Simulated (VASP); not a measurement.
Here is a VASP 6.6.1 calculation.

The input INCAR:

```
PREC     = Accurate       # precision mode
ENCUT    = 520            # plane-wave cutoff, eV
EDIFF    = 1E-6           # SCF threshold, eV
ISMEAR   = -1             # smearing method
SIGMA    = 0.05           # smearing width, eV
LREAL    = False          # projectors in reciprocal space
LASPH    = True           # aspherical terms in the spheres
NELM     = 150            # most SCF steps
ALGO     = Normal         # electronic algorithm
ISIF     = 2              # what is computed and relaxed
LWAVE    = False          # write WAVECAR
LCHARG   = False          # write CHGCAR
ISPIN    = 2              # spin polarisation
MAGMOM   = 1 1 1 0        # initial moments
LORBIT   = 11             # projections on sites
LMAXMIX  = 4              # l up to which the mixer works
GGA      = PS             # functional
NBANDS   = 29             # bands
```

The input KPOINTS:

```
regular mesh
0
Gamma
  8 8 8
```

The input POSCAR:

```
SiNi3
1.0
    3.5182274716      0.0000000000      0.0000000000
    0.0000000000      3.5182274716      0.0000000000
    0.0000000000      0.0000000000      3.5182274716
Ni Si
3 1
Direct
    0.5000000000      0.5000000000      0.0000000000
    0.5000000000      0.0000000000      0.5000000000
    0.0000000000      0.5000000000      0.5000000000
    0.0000000000      0.0000000000      0.0000000000
```

Potentials or basis: VASP PAW PBE potentials, release 64 (Ni, Si).

Run with:

```bash
$ cat potpaw_PBE.64/Ni/POTCAR potpaw_PBE.64/Si/POTCAR > POTCAR
$ mpirun -np 1 vasp_std > vasp.out
```

Q: Predict the band gap on the k mesh.

A: Zero (filled and empty bands overlap).

Q: Predict the net moment.

A: 0.00 μB per cell.

Q: Predict the pressure.

A: -10.3 GPa.

Caveat: the PAW data sets were made with another functional, which shifts forces and pressure a little.
